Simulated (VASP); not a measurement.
# EuS (Fm-3m) in VASP: notebook

Runs on EuS. Level: PBE+U. Tasks: single point.

Everything below comes from runs of VASP 6.6.1. Logs are shortened: lines on timing, memory, paths and dates and some standing lists are left out, and cuts for length are marked.

## Step 1: The cell of the first run

Symmetry: Fm-3m, No. 225, cubic system. Conventional cell: a = 5.957 Å, b = 5.957 Å, c = 5.957 Å, α = 90.00°, β = 90.00°, γ = 90.00°. Eu (site symmetry m-3m) has 6 S at 2.98 Å within 3.9 Å. S (site symmetry m-3m) has 6 Eu at 2.98 Å within 3.9 Å.

## Step 2: Single point, PBE+U, collinear spin, ferromagnetic start

INCAR reads:

```
  PREC = Accurate
  ENCUT = 600
  EDIFF = 1E-6
  ISMEAR = 0
  SIGMA = 0.05
  LREAL = F
  LASPH = T
  NELM = 200
  ALGO = Normal
  ISIF = 2
  LWAVE = F
  LCHARG = F
  ISPIN = 2
  MAGMOM = 7 0
  LORBIT = 11
  LMAXMIX = 6
  LDAU = T
  LDAUTYPE = 2
  LDAUL = 3 -1
  LDAUU = 5 0
  LDAUJ = 0 0
  LDAUPRINT = 1
  GGA = PE
  NBANDS = 22
  GGA_COMPAT = F
```

KPOINTS reads:

```
Automatic mesh
0
Gamma
  8 8 8
```

POSCAR reads:

```
EuS
1.0
    0.0000000000      2.9785018670      2.9785018670
    2.9785018670      0.0000000000      2.9785018670
    2.9785018670      2.9785018670      0.0000000000
Eu S
1 1
Direct
    0.5000000000      0.5000000000      0.5000000000
    0.0000000000      0.0000000000      0.0000000000
```

Potentials or basis: VASP PAW PBE potentials, release 64 (Eu, S).

Command:

```bash
$ cat potpaw_PBE.64/Eu/POTCAR potpaw_PBE.64/S/POTCAR > POTCAR
$ mpirun -np 1 vasp_std > vasp.out
```

OUTCAR:

```text
PREC = Accurate
   ENCUT = 600
   EDIFF = 1E-6
   ISMEAR = 0
   LREAL = F
   LASPH = T
   NELM = 200
   ISIF = 2
   ISPIN = 2
   LORBIT = 11
   GGA = PE

 ion  position               nearest neighbor table
   1  0.500  0.500  0.500-   2 2.98   2 2.98   2 2.98   2 2.98   2 2.98   2 2.98
   2  0.000  0.000  0.000-   1 2.98   1 2.98   1 2.98   1 2.98   1 2.98   1 2.98

  LATTYP: Found a face centered cubic cell.
 ALAT       =     5.9570037340

  Lattice vectors:

 A1 = (   0.0000000000,   2.9785018670,   2.9785018670)
 A2 = (   2.9785018670,   0.0000000000,   2.9785018670)
 A3 = (   2.9785018670,   2.9785018670,   0.0000000000)

Analysis of symmetry for initial positions (statically):
=====================================================================
 Subroutine PRICEL returns:
 Original cell was already a primitive cell.

 Routine SETGRP: Setting up the symmetry group for a
 face centered cubic supercell.

 Subroutine GETGRP returns: Found 48 space group operations
 (whereof 48 operations were pure point group operations)
 out of a pool of 48 trial point group operations.

The static configuration has the point symmetry O_h .

Analysis of symmetry for dynamics (positions and initial velocities):
=====================================================================
 Subroutine PRICEL returns:
 Original cell was already a primitive cell.

 Routine SETGRP: Setting up the symmetry group for a
 face centered cubic supercell.

 Subroutine GETGRP returns: Found 48 space group operations
 (whereof 48 operations were pure point group operations)
 out of a pool of 48 trial point group operations.

The dynamic configuration has the point symmetry O_h .

Analysis of structural, dynamic, and magnetic symmetry:
=====================================================================
 Subroutine PRICEL returns:
 Original cell was already a primitive cell.

 Routine SETGRP: Setting up the symmetry group for a
 face centered cubic supercell.

 Subroutine GETGRP returns: Found 48 space group operations
 (whereof 48 operations were pure point group operations)
 out of a pool of 48 trial point group operations.

The overall configuration has the point symmetry O_h .

 Subroutine INISYM returns: Found 48 space group operations
 (whereof 48 operations are pure point group operations),
 and found     1 'primitive' translations

----------------------------------------------------------------------------------------

                                     Primitive cell

  volume of cell :      52.8474

  direct lattice vectors                    reciprocal lattice vectors
     0.000000000  2.978501867  2.978501867    -0.167869628  0.167869628  0.167869628
     2.978501867  0.000000000  2.978501867     0.167869628 -0.167869628  0.167869628
     2.978501867  2.978501867  0.000000000     0.167869628  0.167869628 -0.167869628

  length of vectors
     4.212237736  4.212237736  4.212237736     0.290758725  0.290758725  0.290758725

  position of ions in fractional coordinates (direct lattice)
     0.500000000  0.500000000  0.500000000
[... 108 lines left out ...]
   LHFCALC =     F    Hartree Fock is set to
   AEXX    =    0.0000 exact exchange contribution
   IVDW    =     0    specifies the selected vdW correction
   LEPSILON=     F    determine dielectric tensor
   LRPA    =     F    only Hartree local field effects (RPA)
 spin polarized calculation
 Gauss-broadening in eV      SIGMA  =   0.05
  energy-cutoff  :      600.00
  volume of cell :       52.85
 maximum number of plane-waves:      1807
 NGX is ok and might be reduce to    36
   NGX = 17   NGY = 17   NGZ = 17

atom =   1  type =  1  l = 3

 onsite density matrix

spin component  1

  0.9722 -0.0000 -0.0015 -0.0000  0.0000  0.0000 -0.0000
 -0.0000  0.9732  0.0000 -0.0000  0.0000 -0.0000 -0.0000
 -0.0015  0.0000  0.9730  0.0000 -0.0000  0.0000 -0.0000
 -0.0000 -0.0000  0.0000  0.9711 -0.0000  0.0000  0.0000
  0.0000  0.0000 -0.0000 -0.0000  0.9730  0.0000  0.0015
  0.0000 -0.0000  0.0000  0.0000  0.0000  0.9741 -0.0000
 -0.0000 -0.0000 -0.0000  0.0000  0.0015 -0.0000  0.9722

spin component  2

  0.0019  0.0000  0.0009  0.0000  0.0000 -0.0000 -0.0000
  0.0000  0.0000  0.0000  0.0000  0.0000 -0.0000  0.0000
  0.0009  0.0000  0.0015 -0.0000 -0.0000  0.0000 -0.0000
  0.0000  0.0000 -0.0000  0.0027  0.0000  0.0000  0.0000
  0.0000  0.0000 -0.0000  0.0000  0.0015 -0.0000 -0.0009
 -0.0000 -0.0000  0.0000  0.0000 -0.0000  0.0007  0.0000
 -0.0000  0.0000 -0.0000  0.0000 -0.0009  0.0000  0.0019

 occupancies and eigenvectors

  o =  0.0000  v =  0.0000  0.0000  0.0000  0.0000  0.0000  0.0000  0.0000 -0.0000 -1.0000  0.0000  0.0000  0.0000 -0.0000  0.0000      0.0000  0.0000  0.0000  0.0000  0.0000  0.0000  0.0000  0.0000  0.0000  0.0000  0.0000  0.0000  0.0000  0.0000
  o =  0.0007  v =  0.0000  0.0000  0.0000  0.0000  0.0000  0.0000  0.0000 -0.0006  0.0000  0.0008 -0.0000  0.7906  0.0003  0.6124      0.0000  0.0000  0.0000  0.0000  0.0000  0.0000  0.0000  0.0000  0.0000  0.0000  0.0000  0.0000  0.0000  0.0000
  o =  0.0007  v =  0.0000  0.0000  0.0000  0.0000  0.0000  0.0000  0.0000  0.6124 -0.0000 -0.7906 -0.0000  0.0008  0.0003  0.0006      0.0000  0.0000  0.0000  0.0000  0.0000  0.0000  0.0000  0.0000  0.0000  0.0000  0.0000  0.0000  0.0000  0.0000
  o =  0.0007  v =  0.0000  0.0000  0.0000  0.0000  0.0000  0.0000  0.0000 -0.0002 -0.0000  0.0002 -0.0000 -0.0002  1.0000 -0.0002      0.0000  0.0000  0.0000  0.0000  0.0000  0.0000  0.0000  0.0000  0.0000  0.0000  0.0000  0.0000  0.0000  0.0000
  o =  0.0027  v =  0.0000  0.0000  0.0000  0.0000  0.0000  0.0000  0.0000 -0.0016 -0.0000 -0.0012 -0.0002  0.6124 -0.0000 -0.7906      0.0000  0.0000  0.0000  0.0000  0.0000  0.0000  0.0000  0.0000  0.0000  0.0000  0.0000  0.0000  0.0000  0.0000
  o =  0.0027  v =  0.0000  0.0000  0.0000  0.0000  0.0000  0.0000  0.0000 -0.7906 -0.0000 -0.6124  0.0003 -0.0012  0.0000  0.0016      0.0000  0.0000  0.0000  0.0000  0.0000  0.0000  0.0000  0.0000  0.0000  0.0000  0.0000  0.0000  0.0000  0.0000
  o =  0.0027  v =  0.0000  0.0000  0.0000  0.0000  0.0000  0.0000  0.0000 -0.0002 -0.0000 -0.0002 -1.0000 -0.0001 -0.0000  0.0002      0.0000  0.0000  0.0000  0.0000  0.0000  0.0000  0.0000  0.0000  0.0000  0.0000  0.0000  0.0000  0.0000  0.0000
  o =  0.9711  v = -0.0002 -0.0000 -0.0002 -0.9980  0.0390  0.0000 -0.0504  0.0000  0.0000  0.0000  0.0000  0.0000  0.0000  0.0000      0.0000  0.0000  0.0000  0.0000  0.0000  0.0000  0.0000  0.0000  0.0000  0.0000  0.0000  0.0000  0.0000  0.0000
  o =  0.9711  v =  0.7906 -0.0000  0.6124 -0.0003 -0.0004 -0.0000  0.0005  0.0000  0.0000  0.0000  0.0000  0.0000  0.0000  0.0000      0.0000  0.0000  0.0000  0.0000  0.0000  0.0000  0.0000  0.0000  0.0000  0.0000  0.0000  0.0000  0.0000  0.0000
  o =  0.9711  v =  0.0006  0.0000  0.0004  0.0638  0.6111  0.0000 -0.7890  0.0000  0.0000  0.0000  0.0000  0.0000  0.0000  0.0000      0.0000  0.0000  0.0000  0.0000  0.0000  0.0000  0.0000  0.0000  0.0000  0.0000  0.0000  0.0000  0.0000  0.0000
  o =  0.9732  v = -0.0000 -1.0000  0.0000  0.0000 -0.0000  0.0000 -0.0000  0.0000  0.0000  0.0000  0.0000  0.0000  0.0000  0.0000      0.0000  0.0000  0.0000  0.0000  0.0000  0.0000  0.0000  0.0000  0.0000  0.0000  0.0000  0.0000  0.0000  0.0000
  o =  0.9741  v = -0.0001 -0.0000  0.0002 -0.0000  0.0571 -0.9974  0.0442  0.0000  0.0000  0.0000  0.0000  0.0000  0.0000  0.0000      0.0000  0.0000  0.0000  0.0000  0.0000  0.0000  0.0000  0.0000  0.0000  0.0000  0.0000  0.0000  0.0000  0.0000
  o =  0.9741  v =  0.6124 -0.0000 -0.7906 -0.0000 -0.0001 -0.0003 -0.0001  0.0000  0.0000  0.0000  0.0000  0.0000  0.0000  0.0000      0.0000  0.0000  0.0000  0.0000  0.0000  0.0000  0.0000  0.0000  0.0000  0.0000  0.0000  0.0000  0.0000  0.0000
  o =  0.9741  v =  0.0001 -0.0000 -0.0001 -0.0000  0.7885  0.0722  0.6108  0.0000  0.0000  0.0000  0.0000  0.0000  0.0000  0.0000      0.0000  0.0000  0.0000  0.0000  0.0000  0.0000  0.0000  0.0000  0.0000  0.0000  0.0000  0.0000  0.0000  0.0000

 number of electron      22.9999997 magnetization       6.9999997

 Free energy of the ion-electron system (eV)
  ---------------------------------------------------
  ext. energy  EPLUGINS =         0.00000000
  ---------------------------------------------------
  free energy    TOTEN  =       -19.23601948 eV

  energy without entropy =      -19.23600005  energy(sigma->0) =      -19.23600976

 E-fermi :   3.5569     XC(G=0):  -9.5633

 val. band max:        3.4837699527   @ k =   0.0000   0.0000   0.0000
 cond. band min:       3.6300809814   @ k =   0.5000   0.5000   0.0000
 fundamental gap:      0.1463110287
 Fermi energy:         3.5569255089

 spin component 1

 k-point     1 :       0.0000    0.0000    0.0000
  band No.  band energies     occupation
      1     -36.4801      1.00000
      2     -15.3448      1.00000
      3     -15.3448      1.00000
      4     -15.3448      1.00000
      5      -9.1632      1.00000
      6       1.3402      1.00000
[... 1193 lines left out ...]
     21      12.7976      0.00000
     22      12.9470      0.00000

 [... further k-points ...]
[... 5 lines left out ...]
  --------------------------------------------------------------------------------------
  -------------------------------------------------------------------------------------
  Total        0.2108224      0.2108224      0.2108224     -0.0000000      0.0000000      0.0000000
  in kB        6.3915123      6.3915123      6.3915123     -0.0000000      0.0000000      0.0000000
  external PRESSURE =       6.3915123 kB  Pullay stress =       0.0000000 kB

 VOLUME and BASIS-vectors are now :
 -----------------------------------------------------------------------------
  energy-cutoff  :      600.00
  volume of cell :       52.85
      direct lattice vectors                 reciprocal lattice vectors
     0.000000000  2.978501867  2.978501867    -0.167869628  0.167869628  0.167869628
     2.978501867  0.000000000  2.978501867     0.167869628 -0.167869628  0.167869628
     2.978501867  2.978501867  0.000000000     0.167869628  0.167869628 -0.167869628

 POSITION                                       TOTAL-FORCE (eV/Angst)
 -----------------------------------------------------------------------------------
      2.97850      2.97850      2.97850        -0.000000      0.000000      0.000000
      0.00000      0.00000      0.00000         0.000000     -0.000000     -0.000000
 -----------------------------------------------------------------------------------
    total drift:                                0.000000      0.000000      0.000000

  FREE ENERGIE OF THE ION-ELECTRON SYSTEM (eV)
  ---------------------------------------------------
  free  energy   TOTEN  =       -19.2360194793 eV

  energy  without entropy=      -19.2360000454  energy(sigma->0) =      -19.23600976

 total charge

# of ion       s       p       d       f       tot
--------------------------------------------------
    1        2.029   5.785   0.249   6.811  14.875
    2        1.317   2.449   0.000   0.000   3.766
--------------------------------------------------
tot          3.346   8.234   0.249   6.811  18.640

 magnetization (x)

# of ion       s       p       d       f       tot
--------------------------------------------------
    1       -0.016  -0.117   0.049   6.792   6.708
    2       -0.006  -0.058   0.000   0.000  -0.064
--------------------------------------------------
tot         -0.022  -0.175   0.049   6.792   6.644
```

It took 2.1 min on 1 thread of Intel Xeon Platinum 8375C at 2.90GHz (Ice Lake), shared host; peak memory 0.29 GiB.

Results:

| Quantity | Value |
| --- | --- |
| Free energy | -19.2360 eV |
| Pressure | 0.6 GPa |
| Band gap on the k mesh | 0.15 eV, indirect (least direct gap 0.38 eV) |
| Net moment | 7.00 μB per cell |
| Site moments | Eu +6.71; S -0.06 μB |
| Valence electrons inside the program's atomic spheres | Eu 14.88; S 3.77 |

Levels at points of the mesh, in eV from the valence-band top:
Spin up:
```
           k point  band 11  band 12  band 13  band 14  band 15  band 16  band 17  band 18  band 19  band 20
(0.00, 0.00, 0.00)    -0.50    -0.50     0.00     0.00     0.00     1.77     2.08     2.08     2.08     2.96
(0.50, 0.00, 0.00)    -0.61    -0.52    -0.52    -0.50    -0.49     3.84     4.25     4.73     4.73     7.58
(0.50, 0.50, 0.00)    -0.54    -0.54    -0.52    -0.24    -0.24     0.15     4.12     4.19     5.57     5.80
```
Spin down:
```
           k point  band 6  band 7  band 8  band 9  band 10  band 11
(0.00, 0.00, 0.00)   -1.76   -1.76   -1.76    2.23     2.74     2.74
(0.50, 0.00, 0.00)   -4.33   -2.93   -2.93    3.98     4.95     5.71
(0.50, 0.50, 0.00)   -2.91   -2.12   -2.12    0.69     4.81     4.97
```

Eigenvalues of the final occupation matrices:
| site | spin | trace | eigenvalues |
| --- | --- | --- | --- |
| site 1 f | 1 | 6.81 | 0.97 0.97 0.97 0.97 0.97 0.97 0.97 |
| site 1 f | 2 | 0.01 | 0.00 0.00 0.00 0.00 0.00 0.00 0.00 |

Caveat: spin-orbit coupling is left out, which moves the levels of the heavy elements; a cell with one magnetic atom can't hold antiferromagnetic order, which such compounds often take. A k mesh can miss the band edges.

## Step 3: Single point, PBE+U, collinear spin, ferromagnetic start

INCAR reads:

```
SYSTEM = EuS
PREC = Accurate ; ENCUT = 600
EDIFF = 1E-6 ; ISMEAR = 0
SIGMA = 0.05 ; LREAL = .False.
LASPH = .True. ; NELM = 200
ALGO = Normal ; ISIF = 2
LWAVE = .False. ; LCHARG = .True.
ISPIN = 2 ; MAGMOM = 7.54 0
LORBIT = 11 ; LMAXMIX = 6
LDAU = .True. ; LDAUTYPE = 2
LDAUL = 3 -1 ; LDAUU = 5 0
LDAUJ = 0 0 ; LDAUPRINT = 1
GGA = PE ; LELF = .True.
LVHAR = .True. ; NBANDS = 22
GGA_COMPAT = .False.
```

KPOINTS reads:

```
regular mesh
0
Gamma
  8 8 8
  0 0 0
```

POSCAR is that of step 2.

Potentials or basis: VASP PAW PBE potentials, release 64 (Eu, S).

Command:

```bash
$ cat potpaw_PBE.64/Eu/POTCAR potpaw_PBE.64/S/POTCAR > POTCAR
$ mpirun -np 1 vasp_std > vasp.out
```

Run time: 2 min. Hardware: 1 thread of Intel Xeon Platinum 8375C at 2.90GHz (Ice Lake), shared host; peak memory 0.29 GiB.

The run converged. Its results:

| Quantity | Value |
| --- | --- |
| Free energy | -19.2360 eV |
| Pressure | 0.6 GPa |
| Band gap on the k mesh | 0.15 eV, indirect (least direct gap 0.38 eV) |
| Net moment | 7.00 μB per cell |
| Site moments | Eu +6.71; S -0.06 μB |
| Valence electrons inside the program's atomic spheres | Eu 14.88; S 3.77 |

Levels at points of the mesh, in eV from the valence-band top:
Spin up:
```csv
k point,band 12,band 13,band 14,band 15,band 16,band 17,band 18,band 19
"(0.00, 0.00, 0.00)",-0.50,0.00,0.00,0.00,1.77,2.08,2.08,2.08
"(0.50, 0.00, 0.00)",-0.52,-0.52,-0.50,-0.49,3.84,4.25,4.73,4.73
"(0.50, 0.50, 0.00)",-0.54,-0.52,-0.24,-0.24,0.15,4.12,4.19,5.57
```
Spin down:
| k point | band 6 | band 7 | band 8 | band 9 | band 10 | band 11 |
| --- | --- | --- | --- | --- | --- | --- |
| (0.00, 0.00, 0.00) | -1.76 | -1.76 | -1.76 | 2.23 | 2.74 | 2.74 |
| (0.50, 0.00, 0.00) | -4.33 | -2.93 | -2.93 | 3.98 | 4.95 | 5.71 |
| (0.50, 0.50, 0.00) | -2.91 | -2.12 | -2.12 | 0.69 | 4.81 | 4.97 |

Eigenvalues of the final occupation matrices:
```tsv
site	spin	trace	eigenvalues
site 1 f	1	6.81	0.97 0.97 0.97 0.97 0.97 0.97 0.97
site 1 f	2	0.01	0.00 0.00 0.00 0.00 0.00 0.00 0.00
```

Caveat: spin-orbit coupling is left out, which moves the levels of the heavy elements; a cell with one magnetic atom can't hold antiferromagnetic order, which such compounds often take.

## Step 4: Single point, PBE+U, collinear spin, ferromagnetic start

INCAR reads:

```
PREC = Accurate ; ENCUT = 600
EDIFF = 1E-6 ; ISMEAR = 0
SIGMA = 0.05 ; LREAL = F
LASPH = T ; NELM = 200
ALGO = Normal ; ISIF = 2
LWAVE = F ; LCHARG = F
ISPIN = 2 ; MAGMOM = 7.54 0
LORBIT = 11 ; LMAXMIX = 6
LDAU = T ; LDAUTYPE = 2
LDAUL = 3 -1 ; LDAUU = 5 0
LDAUJ = 0 0 ; LDAUPRINT = 1
GGA = PE ; NBANDS = 22
GGA_COMPAT = F
```

KPOINTS reads:

```
Automatic mesh
0
Gamma
  8 8 8
```

POSCAR is that of step 3.

Command:

```bash
$ cat potpaw_PBE.64/Eu/POTCAR potpaw_PBE.64/S/POTCAR > POTCAR
$ mpirun -np 1 vasp_std > vasp.out
```

Run time: 2 min. Hardware: 1 thread of Intel Xeon Platinum 8375C at 2.90GHz (Ice Lake), shared host; peak memory 0.29 GiB.

Results (log left out):

```
Free energy                                           : -19.2360 eV
Pressure                                              : 0.6 GPa
Band gap on the k mesh                                : 0.15 eV, indirect (least direct gap 0.38 eV)
Net moment                                            : 7.00 μB per cell
Site moments                                          : Eu +6.71; S -0.06 μB
Valence electrons inside the program's atomic spheres : Eu 14.88; S 3.77
```

Levels at points of the mesh, in eV from the valence-band top:
Spin up:
```
           k point  band 13  band 14  band 15  band 16  band 17  band 18
(0.00, 0.00, 0.00)     0.00     0.00     0.00     1.77     2.08     2.08
(0.50, 0.00, 0.00)    -0.52    -0.50    -0.49     3.84     4.25     4.73
(0.50, 0.50, 0.00)    -0.52    -0.24    -0.24     0.15     4.12     4.19
```
Spin down:
| k point | band 5 | band 6 | band 7 | band 8 | band 9 | band 10 | band 11 | band 12 |
| --- | --- | --- | --- | --- | --- | --- | --- | --- |
| (0.00, 0.00, 0.00) | -12.65 | -1.76 | -1.76 | -1.76 | 2.23 | 2.74 | 2.74 | 2.74 |
| (0.50, 0.00, 0.00) | -11.63 | -4.33 | -2.93 | -2.93 | 3.98 | 4.95 | 5.71 | 5.71 |
| (0.50, 0.50, 0.00) | -12.32 | -2.91 | -2.12 | -2.12 | 0.69 | 4.81 | 4.97 | 6.51 |

Eigenvalues of the final occupation matrices:
```tsv
site	spin	trace	eigenvalues
site 1 f	1	6.81	0.97 0.97 0.97 0.97 0.97 0.97 0.97
site 1 f	2	0.01	0.00 0.00 0.00 0.00 0.00 0.00 0.00
```

Caveat: spin-orbit coupling is left out, which moves the levels of the heavy elements; a cell with one magnetic atom can't hold antiferromagnetic order, which such compounds often take. The state reached can hang on the start; a lower one may exist.
